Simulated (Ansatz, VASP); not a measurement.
# I in VASP and in Ansatz

```xyz
2
Lattice="4.1804 -2.1847 0.0000 4.1804 2.1847 0.0000 -3.5888 0.0000 5.4330" Properties=species:S:1:pos:R:3 pbc="T T T"
I     4.3410    0.0000    1.3996
I     0.4310    0.0000    4.0335
```

Alike in both runs: functional PBE; k mesh 6 × 6 × 4; occupations gaussian, width 0.1 eV; no spin polarisation.

Ansatz relaxed the structure, and its values are those at the end. VASP's run is a single point on that final structure, the one shown.

```csv
,VASP,Ansatz
version,VASP 6.6.1,Ansatz 0.2.0
potentials or method,"VASP PAW PBE potentials, release 64 (I), cutoff 520 eV","scalar-relativistic, plane waves, PAW"
valence electrons in the cell,14,34
```

Ansatz gave:

```
gap on the k mesh at the Fermi level (eV) : 0.13
least direct gap on the mesh (eV)         : 0.29
pressure (GPa)                            : 0.0
rms of the force components (eV/Å)        : 0.005
```

Problem. Estimate VASP's values.

Solution. gap on the k mesh at the Fermi level (eV): 0.13; least direct gap on the mesh (eV): 0.28; pressure (GPa): 0.0; rms of the force components (eV/Å): 0.014.

VASP's potentials hold 14 valence electrons a cell and Ansatz's 34, so a difference there can come from the potentials and not from the codes.

Spin-orbit coupling is off throughout.
